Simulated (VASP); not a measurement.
# Ag (Fm-3m) in VASP: further runs

Ag is run at these levels: LDA; tasks: relaxation of cell and atoms.

Program: VASP 6.6.1. These are calculated values, not measurements. Logs are shortened: lines on timing, memory, paths and dates and some standing lists are left out, and cuts for length are marked.

## Step 1: The cell of the first run

Symmetry: Fm-3m, No. 225, cubic system. Conventional cell: a = 4.139 Å, b = 4.139 Å, c = 4.139 Å, α = 90.00°, β = 90.00°, γ = 90.00°. Within 3.9 Å of Ag (site symmetry m-3m) lie 12 Ag at 2.93 Å.

## Step 2: Relaxation of cell and atoms, LDA

INCAR reads:

```
SYSTEM = Ag
  PREC = Accurate
  ENCUT = 600
  EDIFF = 1E-7
  ISMEAR = -1
  SIGMA = 0.05
  LREAL = .FALSE.
  LASPH = .TRUE.
  NELM = 60
  ALGO = Normal
  ISIF = 3
  LWAVE = .FALSE.
  LCHARG = .FALSE.
  IBRION = 2
  NSW = 100
  EDIFFG = -0.005
```

KPOINTS reads:

```
Automatic mesh
0
G
  14 14 14
  0 0 0
```

POSCAR reads:

```
Ag
1.0
    0.0000000000      2.0696313722      2.0696313722
    2.0696313722      0.0000000000      2.0696313722
    2.0696313722      2.0696313722      0.0000000000
Ag
1
Direct
    0.0000000000      0.0000000000      0.0000000000
```

Potentials or basis: VASP PAW LDA potentials, release 64 (Ag).

The run is started by

```bash
> cat potpaw_LDA.64/Ag/POTCAR > POTCAR
> mpirun -np 1 vasp_std > vasp.out
```

OUTCAR:

```text
SYSTEM = Ag
   PREC = Accurate
   ENCUT = 600
   EDIFF = 1E-7
   ISMEAR = -1
   LREAL = .FALSE.
   LASPH = .TRUE.
   NELM = 60
   ISIF = 3
   IBRION = 2
   NSW = 100
   EDIFFG = -0.005

 ion  position               nearest neighbor table
   1  0.000  0.000  0.000-

  LATTYP: Found a face centered cubic cell.
 ALAT       =     4.1392627444

  Lattice vectors:

 A1 = (   0.0000000000,   2.0696313722,   2.0696313722)
 A2 = (   2.0696313722,   0.0000000000,   2.0696313722)
 A3 = (   2.0696313722,   2.0696313722,   0.0000000000)

Analysis of symmetry for initial positions (statically):
=====================================================================
 Subroutine PRICEL returns:
 Original cell was already a primitive cell.

 Routine SETGRP: Setting up the symmetry group for a
 face centered cubic supercell.

 Subroutine GETGRP returns: Found 48 space group operations
 (whereof 48 operations were pure point group operations)
 out of a pool of 48 trial point group operations.

The static configuration has the point symmetry O_h .

Analysis of symmetry for dynamics (positions and initial velocities):
=====================================================================
 Subroutine PRICEL returns:
 Original cell was already a primitive cell.

 Routine SETGRP: Setting up the symmetry group for a
 face centered cubic supercell.

 Subroutine GETGRP returns: Found 48 space group operations
 (whereof 48 operations were pure point group operations)
 out of a pool of 48 trial point group operations.

The dynamic configuration has the point symmetry O_h .

 Subroutine INISYM returns: Found 48 space group operations
 (whereof 48 operations are pure point group operations),
 and found     1 'primitive' translations

----------------------------------------------------------------------------------------

                                     Primitive cell

  volume of cell :      17.7300

  direct lattice vectors                    reciprocal lattice vectors
     0.000000000  2.069631372  2.069631372    -0.241588916  0.241588916  0.241588916
     2.069631372  0.000000000  2.069631372     0.241588916 -0.241588916  0.241588916
     2.069631372  2.069631372  0.000000000     0.241588916  0.241588916 -0.241588916

  length of vectors
     2.926900756  2.926900756  2.926900756     0.418444277  0.418444277  0.418444277

  position of ions in fractional coordinates (direct lattice)
     0.000000000  0.000000000  0.000000000

  ion indices of the primitive-cell ions
   primitive index   ion index
                 1           1

----------------------------------------------------------------------------------------

 KPOINTS: Automatic mesh

Automatic generation of k-mesh.
 Grid dimensions read from file:
 generate k-points for:   14   14   14

 Generating k-lattice:

  Cartesian coordinates                     Fractional coordinates (reciprocal lattice)
    -0.017256351  0.017256351  0.017256351     0.071428571  0.000000000  0.000000000
     0.017256351 -0.017256351  0.017256351     0.000000000  0.071428571  0.000000000
     0.017256351  0.017256351 -0.017256351     0.000000000  0.000000000  0.071428571

  Length of vectors
     0.029888877  0.029888877  0.029888877

  Shift w.r.t. Gamma in fractional coordinates (k-lattice)
     0.000000000  0.000000000  0.000000000

 Subroutine IBZKPT returns following result:
 ===========================================

 Found    104 irreducible k-points:

 Following reciprocal coordinates:
            Coordinates               Weight
  0.000000  0.000000  0.000000      1.000000
  0.071429  0.000000  0.000000      8.000000
  0.142857  0.000000  0.000000      8.000000
  0.214286  0.000000  0.000000      8.000000
  0.285714  0.000000  0.000000      8.000000
  0.357143  0.000000  0.000000      8.000000
[... 16 lines left out ...]
  0.214286  0.142857  0.000000     24.000000
  0.285714  0.142857  0.000000     24.000000
 [... further k-points ...]
   k-points           NKPTS =    104   k-points in BZ     NKDIM =    104   number of bands    NBANDS=      9
   number of dos      NEDOS =    301   number of ions     NIONS =      1
   total plane-waves  NPLWV =  13824
   dimension x,y,z NGX =    24 NGY =   24 NGZ =   24
   dimension x,y,z NGXF=    48 NGYF=   48 NGZF=   48
   ions per type =               1
   NGX,Y,Z   is equivalent  to a cutoff of  13.63, 13.63, 13.63 a.u.
   NGXF,Y,Z  is equivalent  to a cutoff of  27.26, 27.26, 27.26 a.u.
 SYSTEM =  Ag
   PREC   = accura    normal or accurate (medium, high low for compatibility)
   ISTART =      0    job   : 0-new  1-cont  2-samecut
   ICHARG =      2    charge: 1-file 2-atom 10-const
   ISPIN  =      1    spin polarized calculation?
   LNONCOLLINEAR =      F non collinear calculations
   LSORBIT =      F    spin-orbit coupling
   LASPH  =      T    aspherical Exc in radial PAW
   ENCUT  =  600.0 eV  44.10 Ry    6.64 a.u.   5.85  5.85  5.85*2*pi/ulx,y,z
   NELM   =     60;   NELMIN=  2; NELMDL= -5     # of ELM steps
   EDIFF  = 0.1E-06   stopping-criterion for ELM
   LREAL  =      F    real-space projection
   EDIFFG = -.5E-02   stopping-criterion for IOM
   NSW    =    100    number of steps for IOM
   IBRION =      2    ionic relax: 0-MD 1-quasi-New 2-CG
   NFREE  =      1    steps in history (QN), initial steepest desc. (CG)
   ISIF   =      3    stress and relaxation
   ISYM   =      2    0-nonsym 1-usesym 2-fastsym
   POTIM  = 0.5000    time-step for ionic-motion
   TEBEG  =    0.0;   TEEND  =   0.0 temperature during run
   PSTRESS=    0.0 pullay stress
   NELECT =      11.0000    total number of electrons
   NUPDOWN=      -1.0000    fix difference up-down
   EMIN   =  10.00;   EMAX   =-10.00  energy-range for DOS
   EFERMI =   0.00;   METHOD = LEGACY
   ISMEAR =    -1;   SIGMA  =   0.05  broadening in eV -4-tet -1-fermi 0-gaus
   EFERMI_NEDOS =   21; number of points for ismear=-14 and -15
   IALGO  =     38    algorithm
   IMIX   =      4    mixing-type and parameters
     AMIX     =   0.40;   BMIX     =  1.00
     AMIX_MAG =   1.60;   BMIX_MAG =  1.00
  volume/ion in A,a.u.               =      17.73       119.65
  Fermi-wavevector in a.u.,A,eV,Ry     =   1.396270  2.638568 26.525508  1.949570
  Thomas-Fermi vector in A             =   2.519641
   LORBIT       =      0    0 simple, 1 ext, 2 COOP (PROOUT), +10 PAW based schemes
   GGA     = CA    functional components
   LHFCALC =     F    Hartree Fock is set to
   AEXX    =    0.0000 exact exchange contribution
   IVDW    =     0    specifies the selected vdW correction
   LEPSILON=     F    determine dielectric tensor
   LRPA    =     F    only Hartree local field effects (RPA)
 conjugate gradient relaxation of ions
 non-spin polarized calculation
  energy-cutoff  :      600.00
  volume of cell :       17.73
 maximum number of plane-waves:       609
   NGX = 11   NGY = 11   NGZ = 11

--------------------------------------- Ionic step        1  -------------------------------------------

 number of electron      10.9999999 magnetization

 Free energy of the ion-electron system (eV)
  ---------------------------------------------------
  ext. energy  EPLUGINS =         0.00000000
  ---------------------------------------------------
  free energy    TOTEN  =        -3.72100498 eV

  energy without entropy =       -3.71847810  energy(sigma->0) =       -3.71974154

------------------------ aborting loop because EDIFF is reached ----------------------------------------

  FORCE on cell =-STRESS in cart. coord.  units (eV):
  Direction    XX          YY          ZZ          XY          YZ          ZX
  --------------------------------------------------------------------------------------
  -------------------------------------------------------------------------------------
  Total       -1.1559750     -1.1559750     -1.1559750     -0.0000000     -0.0000000     -0.0000000
  in kB     -104.4600018   -104.4600018   -104.4600018     -0.0000000     -0.0000000     -0.0000000
  external PRESSURE =    -104.4600018 kB  Pullay stress =       0.0000000 kB
[... 20 lines left out ...]
  energy  without entropy=       -3.7184781045  energy(sigma->0) =       -3.71974154

--------------------------------------- Ionic step        2  -------------------------------------------

 number of electron      10.9999999 magnetization

 E-fermi :  10.1528     XC(G=0): -13.3831

 val. band max:       10.0334191889   @ k =   0.5000   0.2857   0.1429
 cond. band min:      10.2336579113   @ k =   0.5000   0.2143   0.0714
 fundamental gap:      0.2002387224
 Fermi energy:        10.1527700751

 k-point     1 :       0.0000    0.0000    0.0000
  band No.  band energies     occupation
      1       1.3040      2.00000
      2       4.8563      2.00000
      3       4.8563      2.00000
      4       4.8563      2.00000
      5       6.1881      2.00000
      6       6.1881      2.00000
      7      26.3937      0.00000
      8      30.7030      0.00000
      9      30.7030      0.00000
[... 265 lines left out ...]
 k-point    24 :       0.2857    0.1429    0.0000
  band No.  band energies     occupation
      1       3.2421      2.00000
      2       4.2906      2.00000
      3       5.1383      2.00000
      4       5.4770      2.00000
      5       6.4756      2.00000
      6       6.6741      2.00000
      7      23.2164      0.00000
      8      27.2477      0.00000
      9      27.6461      0.00000

 [... further k-points ...]
[... 5 lines left out ...]
  --------------------------------------------------------------------------------------
  -------------------------------------------------------------------------------------
  Total        1.1322110      1.1322110      1.1322110     -0.0000000      0.0000000      0.0000000
  in kB      121.5323368    121.5323368    121.5323368     -0.0000000      0.0000000      0.0000000
  external PRESSURE =     121.5323368 kB  Pullay stress =       0.0000000 kB
[... 125 lines left out ...]
  energy  without entropy=       -3.7816826740  energy(sigma->0) =       -3.78250334

--------------------------------------- Ionic step        6  -------------------------------------------

 number of electron      11.0000002 magnetization

 Free energy of the ion-electron system (eV)
  ---------------------------------------------------
  ext. energy  EPLUGINS =         0.00000000
  ---------------------------------------------------
  free energy    TOTEN  =        -3.78332790 eV

  energy without entropy =       -3.78169065  energy(sigma->0) =       -3.78250927

 E-fermi :   8.9751     XC(G=0): -12.9509

 val. band max:        8.8352738284   @ k =   0.5000   0.2857   0.1429
 cond. band min:       9.0596088649   @ k =   0.5000   0.2143   0.0714
 fundamental gap:      0.2243350365
 Fermi energy:         8.9751269282

 k-point     1 :       0.0000    0.0000    0.0000
  band No.  band energies     occupation
      1       0.7522      2.00000
      2       4.0361      2.00000
      3       4.0361      2.00000
      4       4.0361      2.00000
      5       5.2120      2.00000
      6       5.2120      2.00000
      7      25.1818      0.00000
      8      29.0575      0.00000
      9      29.0575      0.00000
[... 265 lines left out ...]
 k-point    24 :       0.2857    0.1429    0.0000
  band No.  band energies     occupation
      1       2.5902      2.00000
      2       3.5472      2.00000
      3       4.2933      2.00000
      4       4.5896      2.00000
      5       5.5020      2.00000
      6       5.6436      2.00000
      7      21.5007      0.00000
      8      25.7471      0.00000
      9      25.7480      0.00000

 [... further k-points ...]
[... 5 lines left out ...]
  --------------------------------------------------------------------------------------
  -------------------------------------------------------------------------------------
  Total       -0.0006118     -0.0006118     -0.0006118     -0.0000000      0.0000000     -0.0000000
  in kB       -0.0611509     -0.0611509     -0.0611509     -0.0000000      0.0000000     -0.0000000
  external PRESSURE =      -0.0611509 kB  Pullay stress =       0.0000000 kB
[... 16 lines left out ...]
  FREE ENERGIE OF THE ION-ELECTRON SYSTEM (eV)
  ---------------------------------------------------
  free  energy   TOTEN  =        -3.7833278959 eV

  energy  without entropy=       -3.7816906495  energy(sigma->0) =       -3.78250927

 reached required accuracy - stopping structural energy minimisation
```

It used 43 s of CPU time on 1 thread of AMD EPYC 7R13 Processor (Zen 3), on a shared host.

Results:

```
Free energy                            : -3.7833 eV
Relaxed volume                         : 16.03 Å³/atom
Relaxed cell                           : a = 2.830 Å, b = 2.830 Å, c = 2.830 Å, α = 60.00°, β = 60.00°, γ = 60.00°
Space group after relaxing (to 0.05 Å) : Fm-3m (No. 225)
Energy gained by relaxing              : 62.3 meV/atom
Ionic steps                            : 6
Pressure after relaxing                : 0.0 GPa
```

Step by step:
```tsv
step	energy change (eV)	largest force (eV/Å)	pressure (GPa)	volume (Å³)
1	0.0000	0.0000	-10.45	17.73
2	-0.0237	0.0000	12.15	14.93
3	-0.0623	0.0000	-0.13	16.04
4	-0.0623	0.0000	0.14	16.01
5	-0.0623	0.0000	-0.09	16.04
6	-0.0623	0.0000	-0.01	16.03
```

Final structure:
```
CELL_PARAMETERS angstrom
0.00000 2.00119 2.00119
2.00119 0.00000 2.00119
2.00119 2.00119 0.00000
ATOMIC_POSITIONS crystal
Ag 0.00000 0.00000 0.00000
```

Levels at points of the mesh, in eV from the Fermi level:
| k point | band 4 | band 5 | band 6 | band 7 | band 8 | band 9 |
| --- | --- | --- | --- | --- | --- | --- |
| (0.00, 0.00, 0.00) | -4.94 | -3.76 | -3.76 | 16.21 | 20.08 | 20.08 |
| (0.50, 0.00, 0.00) | -2.87 | -2.87 | -0.54 | 4.00 | 15.47 | 18.43 |
| (0.50, 0.50, 0.00) | -2.63 | -2.63 | 1.55 | 7.29 | 10.94 | 10.94 |

LDA usually gives volumes a few per cent too small. Zero-point motion and thermal expansion aren't in these numbers.

## Step 3: Relaxation of cell and atoms, LDA

INCAR reads:

```
PREC = Accurate ; ENCUT = 600
EDIFF = 1E-6 ; ISMEAR = -1
SIGMA = 0.05 ; LREAL = False
LASPH = True ; NELM = 80
ALGO = Normal ; ISIF = 3
LWAVE = False ; LCHARG = False
GGA = CA ; IBRION = 2
NSW = 100 ; EDIFFG = -0.005
```

KPOINTS reads:

```
Automatic mesh
0
Gamma
  14 14 14
```

POSCAR is that of step 2.

Potentials or basis: VASP PAW LDA potentials, release 64 (Ag).

The run is started by

```bash
> cat potpaw_LDA.64/Ag/POTCAR > POTCAR
> mpirun -np 1 vasp_std > vasp.out
```

OUTCAR:

```text
PREC = Accurate
   ENCUT = 600
   EDIFF = 1E-6
   ISMEAR = -1
   LREAL = False
   LASPH = True
   NELM = 80
   ISIF = 3
   GGA = CA
   IBRION = 2
   NSW = 100
   EDIFFG = -0.005

 ion  position               nearest neighbor table
   1  0.000  0.000  0.000-

  LATTYP: Found a face centered cubic cell.
 ALAT       =     4.1392627444

  Lattice vectors:

 A1 = (   0.0000000000,   2.0696313722,   2.0696313722)
 A2 = (   2.0696313722,   0.0000000000,   2.0696313722)
 A3 = (   2.0696313722,   2.0696313722,   0.0000000000)

Analysis of symmetry for initial positions (statically):
=====================================================================
 Subroutine PRICEL returns:
 Original cell was already a primitive cell.

 Routine SETGRP: Setting up the symmetry group for a
 face centered cubic supercell.

[... 206 lines left out ...]
 Fermi energy:        10.1519039505

 k-point     1 :       0.0000    0.0000    0.0000
  band No.  band energies     occupation
      1       1.3036      2.00000
      2       4.8557      2.00000
      3       4.8557      2.00000
      4       4.8557      2.00000
      5       6.1874      2.00000
      6       6.1874      2.00000
      7      26.3928      0.00000
      8      30.7019      0.00000
      9      30.7019      0.00000
[... 415 lines left out ...]
--------------------------------------- Ionic step        6  -------------------------------------------

 number of electron      11.0000002 magnetization

 Free energy of the ion-electron system (eV)
  ---------------------------------------------------
  ext. energy  EPLUGINS =         0.00000000
  ---------------------------------------------------
  free energy    TOTEN  =        -3.78332790 eV

  energy without entropy =       -3.78169066  energy(sigma->0) =       -3.78250928

 E-fermi :   8.9751     XC(G=0): -12.9509

 val. band max:        8.8352921519   @ k =   0.5000   0.2857   0.1429
 cond. band min:       9.0596234058   @ k =   0.5000   0.2143   0.0714
 fundamental gap:      0.2243312538
 Fermi energy:         8.9751411673

 k-point     1 :       0.0000    0.0000    0.0000
  band No.  band energies     occupation
      1       0.7522      2.00000
      2       4.0362      2.00000
      3       4.0362      2.00000
      4       4.0362      2.00000
      5       5.2120      2.00000
      6       5.2120      2.00000
      7      25.1818      0.00000
      8      29.0575      0.00000
      9      29.0575      0.00000
[... 304 lines left out ...]
  FREE ENERGIE OF THE ION-ELECTRON SYSTEM (eV)
  ---------------------------------------------------
  free  energy   TOTEN  =        -3.7833278951 eV

  energy  without entropy=       -3.7816906620  energy(sigma->0) =       -3.78250928

 reached required accuracy - stopping structural energy minimisation
```

Run time: 69 s. Hardware: 1 thread of AMD EPYC 7R13 (Zen 3), shared host; peak memory 0.12 GiB.

What came out:

- Free energy: -3.7833 eV
- Relaxed volume: 16.03 Å³/atom
- Relaxed cell: a = 2.830 Å, b = 2.830 Å, c = 2.830 Å, α = 60.00°, β = 60.00°, γ = 60.00°
- Space group after relaxing (to 0.05 Å): Fm-3m (No. 225)
- Energy gained by relaxing: 62.3 meV/atom
- Ionic steps: 6
- Pressure after relaxing: 0.0 GPa

The path:
| step | energy change (eV) | largest force (eV/Å) | pressure (GPa) | volume (Å³) |
| --- | --- | --- | --- | --- |
| 1 | 0.0000 | 0.0000 | -10.44 | 17.73 |
| 2 | -0.0237 | 0.0000 | 12.14 | 14.93 |
| 3 | -0.0623 | 0.0000 | -0.13 | 16.04 |
| 4 | -0.0623 | 0.0000 | 0.14 | 16.01 |
| 5 | -0.0623 | 0.0000 | -0.09 | 16.04 |
| 6 | -0.0623 | 0.0000 | -0.02 | 16.03 |

Final structure:
```cif
data_structure
_symmetry_space_group_name_H-M 'P 1'
_symmetry_Int_Tables_number 1
_cell_length_a 2.8301
_cell_length_b 2.8301
_cell_length_c 2.8301
_cell_angle_alpha 60.000
_cell_angle_beta 60.000
_cell_angle_gamma 60.000
_cell_volume 16.03
loop_
_atom_site_label
_atom_site_type_symbol
_atom_site_fract_x
_atom_site_fract_y
_atom_site_fract_z
_atom_site_occupancy
Ag1 Ag 0.00000 0.00000 0.00000 1
```

[end of part 1 of 2]
